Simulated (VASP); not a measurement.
A run of VASP 6.6.1:

File POSCAR:

```
TePb
1.0
    3.9205847483      0.0000000000      0.0000000000
    0.0000000000      3.9205847483      0.0000000000
    0.0000000000      0.0000000000      3.9205847483
Pb Te
1 1
Direct
    0.0000000000      0.0000000000      0.0000000000
    0.5000000000      0.5000000000      0.5000000000
```

The input INCAR.step1:

```
SYSTEM = TePb
PREC = Accurate ; ENCUT = 520
ISMEAR = -1 ; SIGMA = 0.05
LREAL = .FALSE. ; LASPH = .TRUE.
NELM = 60 ; NBANDS = 17
GGA = PE ; ALGO = Normal
EDIFF = 1E-4 ; LWAVE = .TRUE.
LCHARG = .FALSE.
```

The input INCAR.step2:

```
SYSTEM = TePb
PREC = Accurate ; ENCUT = 520
EDIFF = 1E-7 ; ISMEAR = -1
SIGMA = 0.05 ; LREAL = .FALSE.
LASPH = .TRUE. ; NELM = 60
ALGO = Normal ; ISIF = 2
LWAVE = .FALSE. ; LCHARG = .TRUE.
METAGGA = R2SCAN ; LMIXTAU = .TRUE.
LELF = .TRUE. ; LVHAR = .TRUE.
NBANDS = 17 ; ISTART = 1
```

KPOINTS

```
Automatic mesh
0
G
  7 7 7
  0 0 0
```

Potentials or basis: VASP PAW PBE potentials, release 64 (Pb_d, Te).

Command:

```sh
$ cat potpaw_PBE.64/Pb_d/POTCAR potpaw_PBE.64/Te/POTCAR > POTCAR
$ cp INCAR.step1 INCAR
$ mpirun -np 1 vasp_std > vasp.out
$ cp INCAR.step2 INCAR
$ mpirun -np 1 vasp_std > vasp.out
```

Hardware: 1 thread of Intel Xeon 6975P-C, on a shared host.

Estimate the wall time of this run.

It took 72 s on 1 thread of Intel Xeon 6975P-C, on a shared host, peak memory 0.18 GiB. Counts: k points 20.
